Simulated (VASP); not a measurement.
Crystal: RbBi2.

```
Rb Bi
1.0
     0.00000    4.80139    4.80139
     4.80139    0.00000    4.80139
     4.80139    4.80139    0.00000
Rb Bi
2 4
Direct
  0.50000 0.50000 0.50000
  0.75000 0.75000 0.75000
  0.62500 0.12500 0.12500
  0.12500 0.12500 0.12500
  0.12500 0.12500 0.62500
  0.12500 0.62500 0.12500
```

| Quantity | Value |
| --- | --- |
| Program | VASP 6.6.1 |
| Task | relaxation of volume and atoms at fixed shape |
| Functional | LDA |
| Potentials or basis | VASP PAW LDA potentials, release 64 (Rb_sv, Bi_d) |
| Cutoff | 600 eV |
| k mesh | 4 × 4 × 4 |
| Occupations | gaussian, width 0.1 eV |
| Spin | no spin polarisation |

At the start: pressure -1.7 GPa; volume 36.90 Å³/atom.

How do energy, volume and symmetry change on relaxing?

Over 3 steps the energy falls by 10.3 meV/atom and the volume is 35.00 Å³/atom (-5.1 %); space group Fd-3m (No. 227, to 0.1 Å) before and after.

Step by step:
```
step  energy change (eV)  largest force (eV/Å)  pressure (GPa)  volume (Å³)
   1              0.0000                0.0000           -1.66       221.38
   2             -0.0617                0.0000            0.12       209.33
   3             -0.0619                0.0000           -0.01       210.03
```

Final structure:
```
CELL_PARAMETERS angstrom
0.00000 4.71788 4.71788
4.71788 0.00000 4.71788
4.71788 4.71788 0.00000
ATOMIC_POSITIONS crystal
Rb 0.50000 0.50000 0.50000
Rb 0.75000 0.75000 0.75000
Bi 0.62500 0.12500 0.12500
Bi 0.12500 0.12500 0.12500
Bi 0.12500 0.12500 0.62500
Bi 0.12500 0.62500 0.12500
```
